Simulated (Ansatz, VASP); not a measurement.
Two plane-wave programs on Be

INCAR

```
SYSTEM = Be
PREC = Accurate
ENCUT = 520
EDIFF = 1E-6
ISMEAR = 0
SIGMA = 0.1
LREAL = .False.
LASPH = .True.
NELM = 100
ALGO = Normal
ISIF = 2
LWAVE = .False.
LCHARG = .False.
GGA = PS
NBANDS = 7
```

The input KPOINTS:

```
Automatic mesh
0
Gamma
  8 8 8
  0 0 0
```

POSCAR

```
Be
1.0
   -1.6258053578      1.6258053578      1.6191036119
    1.6258053578     -1.6258053578      1.6191036119
    1.6258053578      1.6258053578     -1.6191036119
Be
1
Direct
    0.5000000000      0.5000000000      0.0000000000
```

Input for Ansatz:

```yaml
crystal:
  lattice:
    - [-1.6258053578, 1.6258053578, 1.6191036119]
    - [1.6258053578, -1.6258053578, 1.6191036119]
    - [1.6258053578, 1.6258053578, -1.6191036119]
  atoms:
    - { symbol: Be, position: [0.5, 0.5, 0.0] }
basis:
  ecutwfc: 420
kpoints:
  mp_grid: { grid: [8, 8, 8] }
hamiltonian:
  xc: pbesol
scf:
  occupations: { method: gaussian, width: 0.1 }
output:
  forces: true
  stress: true
  eigenvalues: true
```

Alike in both runs: task single point; functional PBEsol; k mesh 8 × 8 × 8; occupations gaussian, width 0.1 eV; no spin polarisation.

|  | VASP | Ansatz |
| --- | --- | --- |
| version | VASP 6.6.1 | Ansatz 0.2.0 |
| potentials or method | VASP PAW PBE potentials, release 64 (Be), cutoff 520 eV | scalar-relativistic, plane waves, PAW |
| valence electrons in the cell | 2 | 2 |

|  | VASP | Ansatz | Ansatz less VASP |
| --- | --- | --- | --- |
| gap on the k mesh at the Fermi level (eV) | none | none | - |
| pressure (GPa) | -24.3 | -24.4 | -0.03 |

VASP's potentials were made for PBE, not for PBEsol. A gap of «none» marks a metal or a gap that the smearing closes.
